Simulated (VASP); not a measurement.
# TaHO2 (P-6m2) in VASP: further runs, part 2 of 2

VASP 6.6.1.

## 3. Single point, PBE, collinear spin

INCAR reads:

```
PREC     = Accurate       # precision mode
ENCUT    = 520            # plane-wave cutoff, eV
EDIFF    = 1E-7           # SCF threshold, eV
ISMEAR   = 0              # smearing method
SIGMA    = 0.1            # smearing width, eV
LREAL    = F              # projectors in reciprocal space
LASPH    = T              # aspherical terms in the spheres
NELM     = 150            # most SCF steps
ALGO     = Normal         # electronic algorithm
ISIF     = 2              # what is computed and relaxed
LWAVE    = F              # write WAVECAR
LCHARG   = T              # write CHGCAR
ISPIN    = 2              # spin polarisation
MAGMOM   = 1 0 0 0        # initial moments
LORBIT   = 11             # projections on sites
LMAXMIX  = 4              # l up to which the mixer works
GGA      = PE             # functional
LELF     = T              # ELF
LVHAR    = T            
NBANDS   = 24             # bands
```

KPOINTS reads:

```
Automatic mesh
0
Gamma
  6 6 4
```

POSCAR reads:

```
TaHO2
1.0
    3.0042465600      0.0000000000      0.0000000000
   -1.5021232800      2.6017538400      0.0000000000
    0.0000000000      0.0000000000      4.7825838000
Ta H O
1 1 2
Direct
    0.3333333300      0.6666666700      0.0000000000
    0.6666666700      0.3333333300      0.5000000000
    0.0000000000      0.0000000000      0.2699988000
    0.0000000000      0.0000000000      0.7300012000
```

Potentials or basis: VASP PAW PBE potentials, release 64 (Ta_pv, H, O).

Run with:

```sh
> cat potpaw_PBE.64/Ta_pv/POTCAR potpaw_PBE.64/H/POTCAR potpaw_PBE.64/O/POTCAR > POTCAR
> mpirun -np 1 vasp_std > vasp.out
```

OUTCAR:

```text
PREC = Accurate
   ENCUT = 520
   EDIFF = 1E-7
   ISMEAR = 0
   LREAL = F
   LASPH = T
   NELM = 150
   ISIF = 2
   ISPIN = 2
   LORBIT = 11
   GGA = PE

 ion  position               nearest neighbor table
   1  0.333  0.667  0.000-   3 2.16   4 2.16   3 2.16   4 2.16   3 2.16   4 2.16
   2  0.667  0.333  0.500-
   3  0.000  0.000  0.270-   1 2.16   1 2.16   1 2.16
   4  0.000  0.000  0.730-   1 2.16   1 2.16   1 2.16

  LATTYP: Found a hexagonal cell.
 ALAT       =     3.0042465600
 C/A-ratio  =     1.5919411754

  Lattice vectors:

 A1 = (   3.0042465600,   0.0000000000,   0.0000000000)
 A2 = (  -1.5021232800,   2.6017538400,   0.0000000000)
 A3 = (   0.0000000000,   0.0000000000,   4.7825838000)

Analysis of symmetry for initial positions (statically):
=====================================================================
 Subroutine PRICEL returns:
 Original cell was already a primitive cell.

 Routine SETGRP: Setting up the symmetry group for a
 hexagonal supercell.

 Subroutine GETGRP returns: Found 12 space group operations
 (whereof 12 operations were pure point group operations)
 out of a pool of 24 trial point group operations.

The static configuration has the point symmetry D_3h.

Analysis of symmetry for dynamics (positions and initial velocities):
=====================================================================
 Subroutine PRICEL returns:
 Original cell was already a primitive cell.

 Routine SETGRP: Setting up the symmetry group for a
 hexagonal supercell.

 Subroutine GETGRP returns: Found 12 space group operations
 (whereof 12 operations were pure point group operations)
 out of a pool of 24 trial point group operations.

The dynamic configuration has the point symmetry D_3h.

[... 157 lines left out ...]
  ext. energy  EPLUGINS =         0.00000000
  ---------------------------------------------------
  free energy    TOTEN  =       -28.63010915 eV

  energy without entropy =      -28.62116100  energy(sigma->0) =      -28.62563507

 E-fermi :   4.9649     XC(G=0): -11.8022

 val. band max:        4.9425705200   @ k =   0.1667   0.0000   0.0000
 cond. band min:       4.9764522852   @ k =   0.5000   0.0000   0.5000
 fundamental gap:      0.0338817652
 Fermi energy:         4.9648796131

 spin component 1

 k-point     1 :       0.0000    0.0000    0.0000
  band No.  band energies     occupation
      1     -30.4383      1.00000
      2     -29.7432      1.00000
      3     -29.7432      1.00000
      4     -15.5714      1.00000
      5     -13.3283      1.00000
      6      -3.6569      1.00000
[... 556 lines left out ...]
     23      21.1656      0.00000
     24      22.1902      0.00000
 Fermi energy:         4.9648796131

 spin component 2

 k-point     1 :       0.0000    0.0000    0.0000
  band No.  band energies     occupation
      1     -30.4383      1.00000
      2     -29.7432      1.00000
      3     -29.7432      1.00000
      4     -15.5714      1.00000
      5     -13.3283      1.00000
      6      -3.6569      1.00000
[... 556 lines left out ...]
     23      21.1656      0.00000
     24      22.1903      0.00000

------------------------ aborting loop because EDIFF is reached ----------------------------------------

  FORCE on cell =-STRESS in cart. coord.  units (eV):
  Direction    XX          YY          ZZ          XY          YZ          ZX
  --------------------------------------------------------------------------------------
  -------------------------------------------------------------------------------------
  Total       -3.4632217     -3.4632217      3.2230067      0.0000000      0.0000000      0.0000000
  in kB     -148.4316492   -148.4316492    138.1361739      0.0000000      0.0000000      0.0000000
  external PRESSURE =     -52.9090415 kB  Pullay stress =       0.0000000 kB

 VOLUME and BASIS-vectors are now :
 -----------------------------------------------------------------------------
  energy-cutoff  :      520.00
  volume of cell :       37.38
      direct lattice vectors                 reciprocal lattice vectors
     3.004246560  0.000000000  0.000000000     0.332862160  0.192178058  0.000000000
    -1.502123280  2.601753840  0.000000000     0.000000000  0.384356116  0.000000000
     0.000000000  0.000000000  4.782583800     0.000000000  0.000000000  0.209091998

 POSITION                                       TOTAL-FORCE (eV/Angst)
 -----------------------------------------------------------------------------------
     -0.00000      1.73450      0.00000         0.000000     -0.000000     -0.000000
      1.50212      0.86725      2.39129         0.000000      0.000000     -0.000000
      0.00000      0.00000      1.29129        -0.000000      0.000000     -2.314122
      0.00000      0.00000      3.49129        -0.000000      0.000000      2.314122
 -----------------------------------------------------------------------------------
    total drift:                                0.000002     -0.000001      0.000000

  FREE ENERGIE OF THE ION-ELECTRON SYSTEM (eV)
  ---------------------------------------------------
  free  energy   TOTEN  =       -28.6301091461 eV

  energy  without entropy=      -28.6211610030  energy(sigma->0) =      -28.62563507

 total charge

# of ion       s       p       d       tot
------------------------------------------
    1        0.277   6.225   2.280   8.782
    2        0.286   0.008   0.000   0.294
    3        1.592   3.376   0.000   4.968
    4        1.592   3.376   0.000   4.968
--------------------------------------------------
tot          3.748  12.985   2.280  19.013

 magnetization (x)

# of ion       s       p       d       tot
------------------------------------------
    1        0.000   0.000   0.000   0.000
    2        0.000   0.000   0.000   0.000
    3        0.000   0.000   0.000   0.000
    4        0.000   0.000   0.000   0.000
--------------------------------------------------
tot          0.000   0.000   0.000   0.000
```

OSZICAR:

```text
N       E                     dE             d eps       ncg     rms          rms(c)
DAV:   1     0.170046142953E+03    0.17005E+03   -0.12725E+04  2016   0.989E+02
DAV:   2    -0.250720230257E+02   -0.19512E+03   -0.18695E+03  2448   0.302E+02
DAV:   3    -0.325246792105E+02   -0.74527E+01   -0.73998E+01  2552   0.566E+01
[... 11 lines left out ...]
DAV:  15    -0.286301029529E+02   -0.67355E-05   -0.23580E-05  2296   0.221E-02    0.275E-02
DAV:  16    -0.286301115335E+02   -0.85805E-05   -0.16169E-04  2296   0.386E-02    0.915E-03
DAV:  17    -0.286301092794E+02    0.22541E-05   -0.24944E-05  2248   0.149E-02    0.403E-03
DAV:  18    -0.286301092008E+02    0.78553E-07   -0.25518E-06  2336   0.505E-03    0.171E-03
DAV:  19    -0.286301091461E+02    0.54745E-07   -0.43629E-07  2144   0.339E-03
   1 F= -.28630109E+02 E0= -.28625635E+02  d E =-.894814E-02  mag=    -0.0000
```

stdout:

```text
POSCAR found type information on POSCAR TaH O
 POSCAR found :  3 types and       4 ions
 scaLAPACK will be used
 LDA part: xc-table for (Slater+PW92), standard interpolation
 POSCAR, INCAR and KPOINTS ok, starting setup
 FFT: planning ... GRIDC
 FFT: planning ... GRID_SOFT
 FFT: planning ... GRID
 WAVECAR not read
 entering main loop
```

It took 20 s on 1 thread of Intel Xeon 6975P-C (Granite Rapids), shared host; peak memory 0.18 GiB.

Results:

```
Free energy                                           : -28.6301 eV
Pressure                                              : -5.3 GPa
Largest force                                         : 2.314 eV/Å
Band gap on the k mesh                                : zero (filled and empty bands overlap)
Net moment                                            : 0.00 μB per cell
Valence electrons inside the program's atomic spheres : Ta 8.78; H 0.29; O 4.97
```

Forces in eV/Å, atoms in the order of the input:
```
Ta   0.000  0.000  0.000
H    0.000  0.000  0.000
O    0.000  0.000 -2.314
O    0.000  0.000  2.314
```

Stress tensor (GPa, compression positive):
```
-14.84   0.00   0.00
  0.00 -14.84   0.00
  0.00   0.00  13.81
```

Levels at points of the mesh, in eV from the Fermi level:
Spin up:
```
           k point  band 9  band 10  band 11  band 12  band 13  band 14  band 15  band 16
(0.00, 0.00, 0.00)   -3.80    -3.80    -1.66    -1.47     0.83     2.51     2.51     3.90
(0.50, 0.00, 0.00)   -4.99    -4.16    -1.88    -0.89     0.30     3.98     4.27     4.99
(0.00, 0.00, 0.50)   -4.71    -4.20    -4.20     0.34     1.65     2.72     2.82     2.82
(0.50, 0.00, 0.50)   -5.11    -4.37    -3.59     0.01     1.06     3.56     4.10     5.07
```
Spin down:
| k point | band 10 | band 11 | band 12 | band 13 | band 14 | band 15 |
| --- | --- | --- | --- | --- | --- | --- |
| (0.00, 0.00, 0.00) | -3.80 | -1.66 | -1.47 | 0.83 | 2.51 | 2.51 |
| (0.50, 0.00, 0.00) | -4.16 | -1.88 | -0.89 | 0.30 | 3.98 | 4.27 |
| (0.00, 0.00, 0.50) | -4.20 | -4.20 | 0.34 | 1.65 | 2.72 | 2.82 |
| (0.50, 0.00, 0.50) | -4.37 | -3.59 | 0.01 | 1.06 | 3.56 | 4.10 |

Caveat: the k points lie up to 0.40 Å⁻¹ apart; spin-orbit coupling is left out, which moves the levels of the heavy elements; forces of over 1 eV/Å act on the atoms, so gaps and moduli don't describe the material at rest.
